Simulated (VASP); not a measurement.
# NaCl in VASP: single point with RPBE

Aim: the single point of NaCl with RPBE.

Everything below comes from runs of VASP 6.6.1. Logs are shortened: lines on timing, memory, paths and dates and some standing lists are left out, and cuts for length are marked.

### 1 The cell of the first run

The cell holds a slab with vacuum, 4 atoms: a = 4.045 Å, b = 2.860 Å, c = 18.022 Å, α = 90.00°, β = 90.00°, γ = 90.00°.

### 2 Single point, RPBE

The input, INCAR:

```
SYSTEM = NaCl
PREC = Accurate
ENCUT = 520
EDIFF = 1E-7
ISMEAR = 1
SIGMA = 0.3
LREAL = .FALSE.
LASPH = .TRUE.
NELM = 100
ALGO = Normal
ISIF = 2
LWAVE = .FALSE.
LCHARG = .FALSE.
LDIPOL = .TRUE.
IDIPOL = 3
DIPOL = 0.5 0.5 0.500
GGA = RP
NBANDS = 22
```

The input, KPOINTS:

```
regular mesh
0
G
  4 5 1
  0 0 0
```

The input, POSCAR:

```
NaCl
1.0
    4.0446507884      0.0000000000      0.0000000000
    0.0000000000      2.8600000000      0.0000000000
    0.0000000000      0.0000000000     18.0223253942
Na Cl
2 2
Direct
    0.0000000000      0.0000000000      0.4438938830
    0.5000000000      0.0000000000      0.5561061170
    0.5000000000      0.5000000000      0.4438938830
    0.0000000000      0.5000000000      0.5561061170
```

Potentials or basis: VASP PAW PBE potentials, release 64 (Na_pv, Cl).

Run with:

```sh
> cat potpaw_PBE.64/Na_pv/POTCAR potpaw_PBE.64/Cl/POTCAR > POTCAR
> mpirun -np 1 vasp_std > vasp.out
```

OUTCAR:

```text
SYSTEM = NaCl
   PREC = Accurate
   ENCUT = 520
   EDIFF = 1E-7
   ISMEAR = 1
   LREAL = .FALSE.
   LASPH = .TRUE.
   NELM = 100
   ISIF = 2
   GGA = RP

 ion  position               nearest neighbor table
   1  0.000  0.000  0.444-   3 2.48   3 2.48   3 2.48   3 2.48   4 2.48   4 2.48
   2  0.500  0.000  0.556-   4 2.48   4 2.48   4 2.48   4 2.48   3 2.48   3 2.48
   3  0.500  0.500  0.444-   1 2.48   1 2.48   1 2.48   1 2.48   2 2.48   2 2.48
   4  0.000  0.500  0.556-   2 2.48   2 2.48   2 2.48   2 2.48   1 2.48   1 2.48

  LATTYP: Found a simple orthorhombic cell.
 ALAT       =     2.8600000000
 B/A-ratio  =     1.4142135624
 C/A-ratio  =     6.3015123756

  Lattice vectors:

 A1 = (   0.0000000000,  -2.8600000000,   0.0000000000)
 A2 = (   4.0446507884,   0.0000000000,   0.0000000000)
 A3 = (   0.0000000000,   0.0000000000,  18.0223253942)

Analysis of symmetry for initial positions (statically):
=====================================================================
 Subroutine PRICEL returns:
 Original cell was already a primitive cell.

 Routine SETGRP: Setting up the symmetry group for a
 simple orthorhombic supercell.

 Subroutine GETGRP returns: Found  8 space group operations
 (whereof  4 operations were pure point group operations)
 out of a pool of  8 trial point group operations.

The static configuration has the point symmetry C_2v.
 The point group associated with its full space group is D_2h.

Analysis of symmetry for dynamics (positions and initial velocities):
=====================================================================
 Subroutine PRICEL returns:
 Original cell was already a primitive cell.

 Routine SETGRP: Setting up the symmetry group for a
 simple orthorhombic supercell.

 Subroutine GETGRP returns: Found  8 space group operations
 (whereof  4 operations were pure point group operations)
 out of a pool of  8 trial point group operations.

The dynamic configuration has the point symmetry C_2v.
 The point group associated with its full space group is D_2h.

 Subroutine INISYM returns: Found  8 space group operations
 (whereof  4 operations are pure point group operations),
 and found     1 'primitive' translations

----------------------------------------------------------------------------------------

                                     Primitive cell

  volume of cell :     208.4769

  direct lattice vectors                    reciprocal lattice vectors
     4.044650788  0.000000000  0.000000000     0.247240133  0.000000000  0.000000000
     0.000000000  2.860000000  0.000000000     0.000000000  0.349650350  0.000000000
     0.000000000  0.000000000 18.022325394     0.000000000  0.000000000  0.055486735

  length of vectors
     4.044650788  2.860000000 18.022325394     0.247240133  0.349650350  0.055486735

  position of ions in fractional coordinates (direct lattice)
     0.000000000  0.000000000  0.443893883
     0.500000000  0.000000000  0.556106117
     0.500000000  0.500000000  0.443893883
     0.000000000  0.500000000  0.556106117

  ion indices of the primitive-cell ions
   primitive index   ion index
                 1           1
                 2           2
                 3           3
                 4           4

----------------------------------------------------------------------------------------

 KPOINTS: regular mesh

Automatic generation of k-mesh.
 Grid dimensions read from file:
 generate k-points for:    4    5    1

 Generating k-lattice:

  Cartesian coordinates                     Fractional coordinates (reciprocal lattice)
     0.061810033  0.000000000  0.000000000     0.250000000  0.000000000  0.000000000
     0.000000000  0.069930070  0.000000000     0.000000000  0.200000000  0.000000000
     0.000000000  0.000000000  0.055486735     0.000000000  0.000000000  1.000000000

  Length of vectors
     0.061810033  0.069930070  0.055486735

  Shift w.r.t. Gamma in fractional coordinates (k-lattice)
     0.000000000  0.000000000  0.000000000

 Subroutine IBZKPT returns following result:
 ===========================================

 Found      9 irreducible k-points:

 Following reciprocal coordinates:
            Coordinates               Weight
  0.000000  0.000000  0.000000      1.000000
  0.250000  0.000000  0.000000      2.000000
  0.500000  0.000000  0.000000      1.000000
  0.000000  0.200000  0.000000      2.000000
  0.250000  0.200000  0.000000      4.000000
  0.500000  0.200000  0.000000      2.000000
  0.000000  0.400000  0.000000      2.000000
  0.250000  0.400000  0.000000      4.000000
  0.500000  0.400000  0.000000      2.000000
   k-points           NKPTS =      9   k-points in BZ     NKDIM =      9   number of bands    NBANDS=     22
   number of dos      NEDOS =    301   number of ions     NIONS =      4
   total plane-waves  NPLWV = 100800
   dimension x,y,z NGX =    30 NGY =   24 NGZ =  140
   dimension x,y,z NGXF=    60 NGYF=   48 NGZF=  280
   ions per type =               2   2
   NGX,Y,Z   is equivalent  to a cutoff of  12.33, 13.95, 12.91 a.u.
   NGXF,Y,Z  is equivalent  to a cutoff of  24.66, 27.90, 25.83 a.u.
 SYSTEM =  NaCl
   PREC   = accura    normal or accurate (medium, high low for compatibility)
   ISTART =      0    job   : 0-new  1-cont  2-samecut
   ICHARG =      2    charge: 1-file 2-atom 10-const
   ISPIN  =      1    spin polarized calculation?
   LNONCOLLINEAR =      F non collinear calculations
   LSORBIT =      F    spin-orbit coupling
   LASPH  =      T    aspherical Exc in radial PAW
   ENCUT  =  520.0 eV  38.22 Ry    6.18 a.u.   7.52  5.32 33.51*2*pi/ulx,y,z
   NELM   =    100;   NELMIN=  2; NELMDL= -5     # of ELM steps
   EDIFF  = 0.1E-06   stopping-criterion for ELM
   LREAL  =      F    real-space projection
   EDIFFG = 0.1E-05   stopping-criterion for IOM
   NSW    =      0    number of steps for IOM
   IBRION =     -1    ionic relax: 0-MD 1-quasi-New 2-CG
   NFREE  =      0    steps in history (QN), initial steepest desc. (CG)
   ISIF   =      2    stress and relaxation
   ISYM   =      2    0-nonsym 1-usesym 2-fastsym
   POTIM  = 0.5000    time-step for ionic-motion
   TEBEG  =    0.0;   TEEND  =   0.0 temperature during run
   PSTRESS=    0.0 pullay stress
   NELECT =      28.0000    total number of electrons
   NUPDOWN=      -1.0000    fix difference up-down
   EMIN   =  10.00;   EMAX   =-10.00  energy-range for DOS
   EFERMI =   0.00;   METHOD = LEGACY
   ISMEAR =     1;   SIGMA  =   0.30  broadening in eV -4-tet -1-fermi 0-gaus
   EFERMI_NEDOS =   21; number of points for ismear=-14 and -15
   IALGO  =     38    algorithm
   IMIX   =      4    mixing-type and parameters
     AMIX     =   0.40;   BMIX     =  1.00
     AMIX_MAG =   1.60;   BMIX_MAG =  1.00
  volume/ion in A,a.u.               =      52.12       351.72
  Fermi-wavevector in a.u.,A,eV,Ry     =   0.838381  1.584311  9.563305  0.702883
  Thomas-Fermi vector in A             =   1.952426
   LORBIT       =      0    0 simple, 1 ext, 2 COOP (PROOUT), +10 PAW based schemes
   GGA     = RP    functional components
   LHFCALC =     F    Hartree Fock is set to
   AEXX    =    0.0000 exact exchange contribution
   IVDW    =     0    specifies the selected vdW correction
   LEPSILON=     F    determine dielectric tensor
   LRPA    =     F    only Hartree local field effects (RPA)
 non-spin polarized calculation
 Methfessel and Paxton  Order N= 1 SIGMA  =   0.30
  energy-cutoff  :      520.00
  volume of cell :      208.48
 maximum number of plane-waves:      5647
   NGX = 15   NGY = 11   NGZ = 67

 dipolmoment           0.000000      0.000000      0.000000 electrons x Angstroem

 number of electron      27.9999981 magnetization

 dipolmoment           0.000000      0.000000     -0.000000 electrons x Angstroem

 Free energy of the ion-electron system (eV)
  ---------------------------------------------------
  ext. energy  EPLUGINS =         0.00000000
  ---------------------------------------------------
  free energy    TOTEN  =        -8.62659134 eV

  energy without entropy =       -8.63058639  energy(sigma->0) =       -8.62792302

 E-fermi :  -1.4133     XC(G=0):  -3.3571

 val. band max:       -1.5934658432   @ k =   0.0000   0.0000   0.0000
 cond. band min:       1.4037051851   @ k =   0.0000   0.0000   0.0000
 fundamental gap:      2.9971710283
 Fermi energy:        -1.4132888441

 k-point     1 :       0.0000    0.0000    0.0000
  band No.  band energies     occupation
      1     -24.6427      2.00000
      2     -24.5827      2.00000
      3     -24.5151      2.00000
      4     -24.4611      2.00000
      5     -24.4426      2.00000
      6     -24.4119      2.00000
[... 14 lines left out ...]
     21       6.4072      0.00000
     22       6.6947      0.00000

 k-point     2 :       0.2500    0.0000    0.0000
  band No.  band energies     occupation
      1     -24.6651      2.00000
      2     -24.6488      2.00000
      3     -24.4807      2.00000
      4     -24.4709      2.00000
      5     -24.4372      2.00000
      6     -24.4155      2.00000
[... 14 lines left out ...]
     21       6.3564      0.00000
     22       7.0508      0.00000

 k-point     3 :       0.5000    0.0000    0.0000
  band No.  band energies     occupation
      1     -24.6931      2.00000
      2     -24.6931      2.00000
      3     -24.4709      2.00000
      4     -24.4709      2.00000
      5     -24.4255      2.00000
      6     -24.4255      2.00000
[... 14 lines left out ...]
     21       5.8789      0.00000
     22       5.8789      0.00000
[... 101 lines left out ...]
 k-point     8 :       0.2500    0.4000    0.0000
  band No.  band energies     occupation
      1     -24.7206      2.00000
      2     -24.6414      2.00000
      3     -24.5880      2.00000
      4     -24.5674      2.00000
      5     -24.4504      2.00000
      6     -24.4290      2.00000
[... 14 lines left out ...]
     21       7.3476      0.00000
     22       7.4324      0.00000

 k-point     9 :       0.5000    0.4000    0.0000
  band No.  band energies     occupation
      1     -24.6714      2.00000
      2     -24.6714      2.00000
      3     -24.5941      2.00000
      4     -24.5941      2.00000
      5     -24.4351      2.00000
      6     -24.4351      2.00000
[... 14 lines left out ...]
     21       7.8467      0.00000
     22       7.8467      0.00000

------------------------ aborting loop because EDIFF is reached ----------------------------------------

 vacuum level on the upper side and lower side of the slab       (xc-potential included)        -0.069        -0.069

  FORCE on cell =-STRESS in cart. coord.  units (eV):
  Direction    XX          YY          ZZ          XY          YZ          ZX
  --------------------------------------------------------------------------------------
  -------------------------------------------------------------------------------------
  Total       13.4260114     19.6131483      9.6860951      0.0000000      0.0000000      0.0000000
  in kB      103.1809933    150.7301055     74.4391526      0.0000000      0.0000000      0.0000000
  external PRESSURE =     109.4500838 kB  Pullay stress =       0.0000000 kB

 VOLUME and BASIS-vectors are now :
 -----------------------------------------------------------------------------
  energy-cutoff  :      520.00
  volume of cell :      208.48
      direct lattice vectors                 reciprocal lattice vectors
     4.044650788  0.000000000  0.000000000     0.247240133  0.000000000  0.000000000
     0.000000000  2.860000000  0.000000000     0.000000000  0.349650350  0.000000000
     0.000000000  0.000000000 18.022325394     0.000000000  0.000000000  0.055486735

 POSITION                                       TOTAL-FORCE (eV/Angst)
 -----------------------------------------------------------------------------------
      0.00000      0.00000      8.00000         0.000000      0.000000     -1.489284
      2.02233      0.00000     10.02233         0.000000      0.000000      1.489284
      2.02233      1.43000      8.00000         0.000000      0.000000     -3.315526
      0.00000      1.43000     10.02233         0.000000      0.000000      3.315526
 -----------------------------------------------------------------------------------
    total drift:                                0.000000     -0.000000      0.000000

  FREE ENERGIE OF THE ION-ELECTRON SYSTEM (eV)
  ---------------------------------------------------
  free  energy   TOTEN  =        -8.6265913406 eV

  energy  without entropy=       -8.6305863865  energy(sigma->0) =       -8.62792302

 vacuum level on the upper side and lower side of the slab         2.424         2.424
```

Wall time 54 s (1 thread of AMD EPYC 7R13 (Zen 3), shared host); peak memory 0.27 GiB.

Results:

```
Free energy            : -8.6266 eV
Largest force          : 3.316 eV/Å
Band gap on the k mesh : 3.00 eV
```

Forces in eV/Å, atoms in the order of the input:
```
Na   0.000  0.000 -1.489
Na   0.000  0.000  1.489
Cl   0.000  0.000 -3.316
Cl   0.000  0.000  3.316
```

Levels at points of the mesh, in eV from the valence-band top:
| k point | band 10 | band 11 | band 12 | band 13 | band 14 | band 15 | band 16 | band 17 | band 18 | band 19 |
| --- | --- | --- | --- | --- | --- | --- | --- | --- | --- | --- |
| (0.00, 0.00, 0.00) | -4.40 | -2.82 | -2.39 | -0.67 | 0.00 | 3.00 | 3.42 | 4.36 | 5.46 | 6.01 |
| (0.50, 0.00, 0.00) | -5.38 | -2.36 | -2.36 | -0.40 | -0.40 | 4.65 | 4.65 | 5.71 | 5.71 | 6.70 |

Caveat: the k points lie up to 0.44 Å⁻¹ apart; the PAW data sets were made with another functional, which shifts forces and pressure a little.
